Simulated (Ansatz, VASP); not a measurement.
Hf5C3: VASP beside Ansatz

```
Hf C
1.0
    -3.07975    3.07975    3.07975
     3.07975   -3.07975    3.07975
     3.07975    3.07975   -3.07975
Hf C
5 3
Direct
  0.00000 0.00000 0.00000
  0.00000 0.00000 0.50000
  0.00000 0.50000 0.00000
  0.50000 0.00000 0.00000
  0.50000 0.50000 0.50000
  0.00000 0.50000 0.50000
  0.50000 0.50000 0.00000
  0.50000 0.00000 0.50000
```

Change from the starting cell: species swapped into the Fe5Co3 type (Im-3m, No. 229).

Alike in both runs: functional PBE; k mesh 4 × 4 × 4; occupations gaussian, width 0.2 eV; no spin polarisation.

Ansatz relaxed the structure, and its values are those at the end. VASP's run is a single point on that final structure, the one shown.

```csv
,VASP,Ansatz
version,VASP 6.6.1,Ansatz 0.2.0
potentials or method,"VASP PAW PBE potentials, release 64 (Hf_pv, C), cutoff 520 eV","scalar-relativistic, plane waves, PAW"
valence electrons in the cell,62,142
```

|  | VASP | Ansatz | Ansatz less VASP |
| --- | --- | --- | --- |
| gap on the k mesh at the Fermi level (eV) | none | none | - |
| pressure (GPa) | -1.1 | -0.1 | +0.96 |

A gap of «none» marks a metal or a gap that the smearing closes. The functional is the same, so the differences come from potentials, cutoffs and numerics. VASP's potentials hold 62 valence electrons a cell and Ansatz's 142, so a difference there can come from the potentials and not from the codes.

The k mesh is coarse, so the values compare programs but aren't converged. Neither program's run includes spin-orbit coupling.
